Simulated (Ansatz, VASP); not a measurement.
One calculation of Ti, two programs

INCAR

```
PREC     = Accurate       # precision mode
ENCUT    = 520            # plane-wave cutoff, eV
EDIFF    = 1E-6           # SCF threshold, eV
ISMEAR   = 0              # smearing method
SIGMA    = 0.15           # smearing width, eV
LREAL    = False          # projectors in reciprocal space
LASPH    = True           # aspherical terms in the spheres
NELM     = 60             # most SCF steps
ALGO     = Fast           # electronic algorithm
ISIF     = 2              # what is computed and relaxed
LWAVE    = False          # write WAVECAR
LCHARG   = True           # write CHGCAR
GGA      = PS             # functional
LELF     = True           # ELF
LVHAR    = True         
NBANDS   = 12             # bands
```

The input KPOINTS:

```
regular mesh
0
Gamma
  20 20 20
```

File POSCAR:

```
Ti
1.0
   -1.6697175000      1.6410000000      1.6410000000
    1.6697175000     -1.6410000000      1.6410000000
    1.6697175000      1.6410000000     -1.6410000000
Ti
1
Direct
    0.0000000000      0.0000000000      0.0000000000
```

Input for Ansatz:

```yaml
crystal:
  lattice:
    - [-1.6697175, 1.641, 1.641]
    - [1.6697175, -1.641, 1.641]
    - [1.6697175, 1.641, -1.641]
  atoms:
    - { symbol: Ti, position: [0.0, 0.0, 0.0] }
basis:
  ecutwfc: 420
kpoints:
  mp_grid: { grid: [20, 20, 20] }
hamiltonian:
  xc: pbesol
scf:
  occupations: { method: gaussian, width: 0.15 }
output:
  forces: true
  stress: true
  eigenvalues: true
```

Change from the starting cell: strain +0.0175 x Voigt [1, 0, 0, 0, 0, 0], atoms carried along.

Alike in both runs: task single point; functional PBEsol; k mesh 20 × 20 × 20; occupations gaussian, width 0.15 eV; no spin polarisation.

```csv
,VASP,Ansatz
version,VASP 6.6.1,Ansatz 0.2.0
potentials or method,"VASP PAW PBE potentials, release 64 (Ti_sv), cutoff 520 eV","scalar-relativistic, plane waves, PAW"
valence electrons in the cell,12,12
```

Ansatz gave:

| Item | Value |
| --- | --- |
| gap on the k mesh at the Fermi level (eV) | none |
| pressure (GPa) | -8.1 |
| traceless stress, the component that is largest in VASP (GPa) | 0.29 |

Question: Estimate VASP's values.

Answer: gap on the k mesh at the Fermi level (eV): none; pressure (GPa): -8.4; traceless stress, the component that is largest in VASP (GPa): 0.29.

VASP's potentials were made for PBE, not for PBEsol. A gap of «none» marks a metal or a gap that the smearing closes.
